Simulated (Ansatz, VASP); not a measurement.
Two plane-wave programs on Ag

File POSCAR:

```
Ag
1.0
    2.8616308687      0.0000000000      0.0000000000
   -1.4308154344      2.4782450286      0.0000000000
    0.0000000000      0.0000000000      9.6089995195
Ag
4
Direct
    0.3333333333      0.6666666667      0.2500000000
    0.6666666667      0.3333333333      0.7500000000
    0.0000000000      0.0000000000      0.0000000000
    0.0000000000      0.0000000000      0.5000000000
```

File INCAR.step1:

```
SYSTEM = Ag
PREC = Accurate
ENCUT = 520
ISMEAR = 0
SIGMA = 0.15
LREAL = .FALSE.
LASPH = .TRUE.
NELM = 80
NBANDS = 30
GGA = PE
ALGO = Normal
EDIFF = 1E-4
LWAVE = .TRUE.
LCHARG = .FALSE.
```

The input INCAR.step2:

```
SYSTEM = Ag
PREC = Accurate
ENCUT = 520
EDIFF = 1E-6
ISMEAR = 0
SIGMA = 0.15
LREAL = .FALSE.
LASPH = .TRUE.
NELM = 80
ALGO = Normal
ISIF = 2
LWAVE = .FALSE.
LCHARG = .FALSE.
METAGGA = R2SCAN
LMIXTAU = .TRUE.
NBANDS = 30
ISTART = 1
```

Contents of KPOINTS:

```
Automatic mesh
0
G
  18 18 6
  0 0 0
```

Input for Ansatz:

```yaml
crystal:
  lattice:
    - [2.8616308687, 0.0, 0.0]
    - [-1.4308154344, 2.4782450286, 0.0]
    - [0.0, 0.0, 9.6089995195]
  atoms:
    - { symbol: Ag, position: [0.3333333333, 0.6666666667, 0.25] }
    - { symbol: Ag, position: [0.6666666667, 0.3333333333, 0.75] }
    - { symbol: Ag, position: [0.0, 0.0, 0.0] }
    - { symbol: Ag, position: [0.0, 0.0, 0.5] }
basis:
  ecutwfc: 500
kpoints:
  mp_grid: { grid: [18, 18, 6] }
hamiltonian:
  xc: r2scan
scf:
  occupations: { method: gaussian, width: 0.15 }
output:
  forces: true
  stress: true
  eigenvalues: true
```

Change from the starting cell: strain -0.015 along x and y, +0.015 along z, atoms carried along.

Alike in both runs: task single point; functional r2SCAN; k mesh 18 × 18 × 6; occupations gaussian, width 0.15 eV; no spin polarisation.

```csv
,VASP,Ansatz
version,VASP 6.6.1,Ansatz 0.2.0
potentials or method,"VASP PAW PBE potentials, release 64 (Ag), cutoff 520 eV","scalar-relativistic, plane waves, PAW"
valence electrons in the cell,44,76
```

|  | VASP | Ansatz | Ansatz less VASP |
| --- | --- | --- | --- |
| gap on the k mesh at the Fermi level (eV) | none | none | - |
| pressure (GPa) | 2.0 | 1.8 | -0.15 |
| traceless stress, the component that is largest in VASP (GPa) | -1.93 | -1.89 | +0.039 |

VASP's potentials were made for PBE, not for r2SCAN. A gap of «none» marks a metal or a gap that the smearing closes. VASP's potentials hold 44 valence electrons a cell and Ansatz's 76, so a difference there can come from the potentials and not from the codes.
